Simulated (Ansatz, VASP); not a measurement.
Zn2Si2N in VASP and in Ansatz

```
Zn Si N
1.0
     3.00275   -4.90020    0.00000
     3.00275    4.90020    0.00000
     0.00000    0.00000    2.63854
Zn Si N
2 2 1
Direct
  0.83501 0.16499 0.00000
  0.16499 0.83501 0.00000
  0.72694 0.72694 0.50000
  0.27306 0.27306 0.50000
  0.50000 0.50000 0.00000
```

Alike in both runs: task single point; functional PBE; k mesh 4 × 4 × 6; occupations gaussian, width 0.1 eV; collinear spin.

|  | VASP | Ansatz |
| --- | --- | --- |
| version | VASP 6.6.1 | Ansatz 0.2.0 |
| potentials or method | VASP PAW PBE potentials, release 64 (Zn, Si, N), cutoff 520 eV | scalar-relativistic, plane waves, PAW |
| valence electrons in the cell | 37 | 37 |

Ansatz gave:

```
gap on the k mesh at the Fermi level (eV)                     : none
pressure (GPa)                                                : 0.0
traceless stress, the component that is largest in VASP (GPa) : -0.04
rms of the force components (eV/Å)                            : 0.002
net moment per atom (μB)                                      : 0.00
```

Problem. What did VASP give for the same quantities?

Solution. gap on the k mesh at the Fermi level (eV): none; pressure (GPa): 0.1; traceless stress, the component that is largest in VASP (GPa): -0.10; rms of the force components (eV/Å): 0.010; net moment per atom (μB): 0.00.

Atom by atom the forces differ by 0.009 eV/Å (rms over components). A gap of «none» marks a metal or a gap that the smearing closes. Ansatz's warnings: seeded moment not kept.

The k mesh is coarse, so the values compare programs but aren't converged.
